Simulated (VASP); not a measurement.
# Sn (Pm-3m) in VASP: notebook, part 2 of 2

VASP 6.6.1. The steps go on from the part before.

## 3. Relaxation of cell and atoms, r2SCAN

This run uses another cell than the first one, of 30.28 Å³/atom, 1.065 times its volume.

POSCAR reads:

```
Sn
1.0
    3.1167899200      0.0000000000      0.0000000000
    0.0000000000      3.1167899200      0.0000000000
    0.0000000000      0.0000000000      3.1167899200
Sn
1
Direct
    0.0000000000      0.0000000000      0.0000000000
```

INCAR.step1 reads:

```
PREC = Accurate ; ENCUT = 600
ISMEAR = -1 ; SIGMA = 0.1
LREAL = False ; LASPH = True
NELM = 80 ; GGA = PE
ALGO = Normal ; EDIFF = 1E-4
LWAVE = True ; LCHARG = False
```

INCAR.step2 reads:

```
PREC = Accurate ; ENCUT = 600
EDIFF = 1E-6 ; ISMEAR = -1
SIGMA = 0.1 ; LREAL = False
LASPH = True ; NELM = 80
ALGO = Normal ; ISIF = 3
LWAVE = False ; LCHARG = False
METAGGA = R2SCAN ; LMIXTAU = True
IBRION = 2 ; NSW = 80
EDIFFG = -0.01 ; ISTART = 1
```

KPOINTS reads:

```
regular mesh
0
Gamma
  10 10 10
```

Potentials or basis: VASP PAW PBE potentials, release 64 (Sn_d).

The run is started by

```bash
$ cat potpaw_PBE.64/Sn_d/POTCAR > POTCAR
$ cp INCAR.step1 INCAR
$ mpirun -np 1 vasp_std > vasp.out
$ cp INCAR.step2 INCAR
$ mpirun -np 1 vasp_std > vasp.out
```

OUTCAR:

```text
PREC = Accurate
   ENCUT = 600
   EDIFF = 1E-6
   ISMEAR = -1
   LREAL = False
   LASPH = True
   NELM = 80
   ISIF = 3
   METAGGA = R2SCAN
   IBRION = 2
   NSW = 80
   EDIFFG = -0.01
   ISTART = 1

 ion  position               nearest neighbor table
   1  0.000  0.000  0.000-

  LATTYP: Found a simple cubic cell.
 ALAT       =     3.1167899200

  Lattice vectors:

 A1 = (   3.1167899200,   0.0000000000,   0.0000000000)
 A2 = (   0.0000000000,   3.1167899200,   0.0000000000)
 A3 = (   0.0000000000,   0.0000000000,   3.1167899200)

Analysis of symmetry for initial positions (statically):
=====================================================================
 Subroutine PRICEL returns:
 Original cell was already a primitive cell.

 Routine SETGRP: Setting up the symmetry group for a
 simple cubic supercell.

 Subroutine GETGRP returns: Found 48 space group operations
 (whereof 48 operations were pure point group operations)
 out of a pool of 48 trial point group operations.

The static configuration has the point symmetry O_h .

[... 166 lines left out ...]
  -------------------------------------------------------------------------------------
  Total       -0.5530840     -0.5530840     -0.5530840      0.0000000      0.0000000      0.0000000
  in kB      -29.2670575    -29.2670575    -29.2670575      0.0000000      0.0000000      0.0000000
  external PRESSURE =     -29.2670575 kB  Pullay stress =       0.0000000 kB
[... 57 lines left out ...]
--------------------------------------- Ionic step        3  -------------------------------------------

 number of electron      14.0000001 magnetization

 Free energy of the ion-electron system (eV)
  ---------------------------------------------------
  ext. energy  EPLUGINS =         0.00000000
  ---------------------------------------------------
  free energy    TOTEN  =       -24.64118847 eV

  energy without entropy =      -24.62962415  energy(sigma->0) =      -24.63540631

 E-fermi :   7.2029     XC(G=0): -10.8446

 val. band max:        6.9797239355   @ k =   0.5000   0.5000   0.4000
 cond. band min:       7.2055241095   @ k =   0.3000   0.3000   0.2000
 fundamental gap:      0.2258001740
 Fermi energy:         7.2028853633

 k-point     1 :       0.0000    0.0000    0.0000
  band No.  band energies     occupation
      1     -15.0611      2.00000
      2     -15.0611      2.00000
      3     -14.6212      2.00000
      4     -14.6212      2.00000
      5     -14.6212      2.00000
      6      -4.1066      2.00000
      7      12.9585      0.00000
      8      12.9585      0.00000
      9      12.9585      0.00000
     10      16.3278      0.00000
     11      16.3278      0.00000
[... 309 lines left out ...]
 k-point    24 :       0.3000    0.1000    0.1000
  band No.  band energies     occupation
      1     -14.9972      2.00000
      2     -14.8149      2.00000
      3     -14.7094      2.00000
      4     -14.7075      2.00000
      5     -14.6368      2.00000
      6      -2.2515      2.00000
      7       5.9190      1.99999
      8      12.4454      0.00000
      9      12.9726      0.00000
     10      19.6740      0.00000
     11      19.7019      0.00000

 [... further k-points ...]
[... 5 lines left out ...]
  --------------------------------------------------------------------------------------
  -------------------------------------------------------------------------------------
  Total        0.0053827      0.0053827      0.0053827      0.0000000      0.0000000      0.0000000
  in kB        0.3032491      0.3032491      0.3032491      0.0000000      0.0000000      0.0000000
  external PRESSURE =       0.3032491 kB  Pullay stress =       0.0000000 kB
[... 16 lines left out ...]
  FREE ENERGIE OF THE ION-ELECTRON SYSTEM (eV)
  ---------------------------------------------------
  free  energy   TOTEN  =       -24.6411884659 eV

  energy  without entropy=      -24.6296241538  energy(sigma->0) =      -24.63540631

 reached required accuracy - stopping structural energy minimisation
```

OSZICAR.step1:

```text
N       E                     dE             d eps       ncg     rms          rms(c)
DAV:   1     0.775880484790E+02    0.77588E+02   -0.81927E+03  1241   0.201E+03
DAV:   2     0.131106343526E+01   -0.76277E+02   -0.74512E+02  1265   0.361E+02
DAV:   3    -0.368076786305E+01   -0.49918E+01   -0.49706E+01  1419   0.801E+01
DAV:   4    -0.379830073672E+01   -0.11753E+00   -0.11749E+00  1393   0.133E+01
DAV:   5    -0.380301536268E+01   -0.47146E-02   -0.47145E-02  1552   0.258E+00    0.148E+00
DAV:   6    -0.379849860464E+01    0.45168E-02   -0.12551E-02  1459   0.210E+00    0.832E-01
DAV:   7    -0.379865196835E+01   -0.15336E-03   -0.87128E-03  1448   0.172E+00    0.113E-01
DAV:   8    -0.379875146898E+01   -0.99501E-04   -0.10147E-03  1436   0.568E-01    0.314E-02
DAV:   9    -0.379874705146E+01    0.44175E-05   -0.17096E-05   742   0.670E-02
   1 F= -.37987471E+01 E0= -.37912135E+01  d E =-.150671E-01
```

Run time: 2.1 min. Hardware: 1 thread of AMD EPYC 9R45 (Zen 5), shared host; peak memory 0.16 GiB.

Results:

```
Free energy                            : -24.6412 eV
Relaxed volume                         : 28.44 Å³/atom
Relaxed cell                           : a = 3.052 Å, b = 3.052 Å, c = 3.052 Å, α = 90.00°, β = 90.00°, γ = 90.00°
Space group after relaxing (to 0.05 Å) : Pm-3m (No. 221)
Energy gained by relaxing              : 17.8 meV/atom
Ionic steps                            : 3
Pressure after relaxing                : 0.0 GPa
Band gap on the k mesh                 : zero (band 7 reaches 12.96 eV, above the bottom of band 8 at 4.88 eV)
```

Step by step:
| step | energy change (eV) | largest force (eV/Å) | pressure (GPa) | volume (Å³) |
| --- | --- | --- | --- | --- |
| 1 | 0.0000 | 0.0000 | -2.93 | 30.28 |
| 2 | -0.0161 | 0.0000 | 1.06 | 27.92 |
| 3 | -0.0178 | 0.0000 | 0.03 | 28.44 |

Final structure:
```
Sn
1.0
     3.05237    0.00000    0.00000
     0.00000    3.05237    0.00000
     0.00000    0.00000    3.05237
Sn
1
Direct
  0.00000 0.00000 0.00000
```

Levels at points of the mesh, in eV from the Fermi level:
```csv
k point,band 3,band 4,band 5,band 6,band 7,band 8,band 9,band 10,band 11
"(0.00, 0.00, 0.00)",-21.82,-21.82,-21.82,-11.31,5.76,5.76,5.76,9.12,9.12
"(0.50, 0.00, 0.00)",-21.94,-21.92,-21.81,-8.04,-4.84,8.53,8.53,12.04,12.56
"(0.50, 0.50, 0.00)",-21.92,-21.92,-21.69,-4.49,-2.33,-2.33,3.22,11.63,15.17
"(0.50, 0.50, 0.50)",-22.07,-21.68,-21.68,-0.29,0.13,0.13,0.13,6.28,6.28
```

Caveat: the PAW data sets were made with another functional, which shifts forces and pressure a little; spin-orbit coupling is left out, which moves the levels of the heavy elements.
